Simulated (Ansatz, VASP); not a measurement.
**Two plane-wave programs on Pd3Cl**

```
CELL_PARAMETERS angstrom
4.04044 0.00000 0.00000
0.00000 4.04044 0.00000
0.00000 0.00000 4.04044
ATOMIC_POSITIONS crystal
Pd 0.00000 0.50000 0.50000
Pd 0.50000 0.00000 0.50000
Pd 0.50000 0.50000 0.00000
Cl 0.00000 0.00000 0.00000
```

Alike in both runs: functional PBE; k mesh 12 × 12 × 12; occupations gaussian, width 0.1 eV; no spin polarisation.

Ansatz relaxed the structure, and its values are those at the end. VASP's run is a single point on that final structure, the one shown.

```csv
,VASP,Ansatz
version,VASP 6.6.1,Ansatz 0.2.0
potentials or method,"VASP PAW PBE potentials, release 64 (Pd, Cl), cutoff 520 eV","scalar-relativistic, plane waves, PAW"
valence electrons in the cell,37,61
```

|  | VASP | Ansatz | Ansatz less VASP |
| --- | --- | --- | --- |
| gap on the k mesh at the Fermi level (eV) | none | none | - |
| pressure (GPa) | -0.1 | 0.0 | +0.09 |

A gap of «none» marks a metal or a gap that the smearing closes. With one functional, cell and mesh, what is left measures potentials, basis and numerics. VASP's potentials hold 37 valence electrons a cell and Ansatz's 61, so a difference there can come from the potentials and not from the codes.
